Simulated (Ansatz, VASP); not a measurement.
# Pd in VASP and in Ansatz

INCAR

```
PREC = Accurate ; ENCUT = 520
EDIFF = 1E-7 ; ISMEAR = -1
SIGMA = 0.05 ; LREAL = False
LASPH = True ; NELM = 150
ALGO = Normal ; ISIF = 2
LWAVE = False ; LCHARG = False
ISPIN = 2 ; MAGMOM = 0.5 0.5 0.5
LORBIT = 11 ; LMAXMIX = 4
GGA = RP ; NBANDS = 26
```

The input KPOINTS:

```
Automatic mesh
0
Gamma
  9 9 13
```

File POSCAR:

```
Pd
1.0
    4.6104285343      0.0000000000      0.0000000000
   -2.3052142672      3.9927482330      0.0000000000
    0.0000000000      0.0000000000      2.7344880394
Pd
3
Direct
    1.0000000000      1.0000000000      0.0000000000
    0.3333333333      0.6666666667      0.5000000000
    0.6666666667      0.3333333333      0.5000000000
```

Input for Ansatz:

```yaml
crystal:
  lattice:
    - [4.6104285343, 0.0, 0.0]
    - [-2.3052142672, 3.992748233, 0.0]
    - [0.0, 0.0, 2.7344880394]
  atoms:
    - { symbol: Pd, position: [1.0, 1.0, 0.0], spin: 0.5 }
    - { symbol: Pd, position: [0.3333333333, 0.6666666667, 0.5], spin: 0.5 }
    - { symbol: Pd, position: [0.6666666667, 0.3333333333, 0.5], spin: 0.5 }
hamiltonian:
  xc: rpbe
  pseudopotentials:
    kind: paw
    azcp:
      Pd: "pseudopotentials/Pd.paw.azcp"
basis:
  ecutwfc: 420
  fft_grid_basis: typed
kpoints:
  mp_grid: { grid: [9, 9, 13], shift: [0, 0, 0] }
magnetization:
  spin_polarized: true
scf:
  occupations: { method: fermi_dirac, width: 0.05 }
  lower_state_search: "off"
output:
  stress: true
  write_density: true
  write_potential: true
  elf: true
  volumetric_format: npy
```

Alike in both runs: task single point; functional RPBE; k mesh 9 × 9 × 13; occupations fermi-dirac, width 0.05 eV; collinear spin.

|  | VASP | Ansatz |
| --- | --- | --- |
| version | VASP 6.6.1 | Ansatz 0.2.0 |
| potentials or method | VASP PAW PBE potentials, release 64 (Pd), cutoff 520 eV | plane waves (420 eV) with PAW, scalar-relativistic |
| valence electrons in the cell | 30 | 54 |

```csv
,VASP,Ansatz,Ansatz less VASP
pressure (GPa),-4.9,-4.7,+0.21
"traceless stress, the component that is largest in VASP (GPa)",0.40,0.37,-0.027
net moment per atom (μB),0.20,0.20,-0.001
size of the moment on the site where the two differ most (μB),0.19,0.20,+0.002
```

VASP's potentials were made for PBE, not for RPBE. Site moments also hang on the region over which each program counts them. VASP's potentials hold 30 valence electrons a cell and Ansatz's 54, so a difference there can come from the potentials and not from the codes.
